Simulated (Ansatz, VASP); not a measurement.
**One calculation of SnSe, two programs**

```
CELL_PARAMETERS angstrom
0.00000 3.06903 3.06903
3.06903 0.00000 3.06903
3.06903 3.06903 0.00000
ATOMIC_POSITIONS crystal
Sn 0.00000 0.00000 0.00000
Se 0.50000 0.50000 0.50000
```

Alike in both runs: task single point; functional BHLYP; k mesh 4 × 4 × 4; occupations fermi-dirac, width 0.05 eV; no spin polarisation.

```csv
,VASP,Ansatz
version,VASP 6.6.1,Ansatz 0.2.0
potentials or method,"VASP PAW PBE potentials, release 64 (Sn_d, Se)",Ansatz PAW
plane-wave cutoff (eV),520,420
valence electrons in the cell,20,30
```

|  | VASP | Ansatz | Ansatz less VASP |
| --- | --- | --- | --- |
| gap on the k mesh at the Fermi level (eV) | 0.83 | 1.75 | +0.922 |
| least direct gap on the mesh (eV) | 0.83 | 1.75 | +0.922 |
| pressure (GPa) | -2.1 | 0.0 | +2.15 |

VASP's potentials were made for PBE, not for BHLYP. One of these differences is far larger than is usual between the two programs; its cause wasn't traced. The functional is the same, so the differences come from potentials, cutoffs and numerics. VASP's potentials hold 20 valence electrons a cell and Ansatz's 30, so a difference there can come from the potentials and not from the codes.

The k mesh is coarse, so the values compare programs but aren't converged.
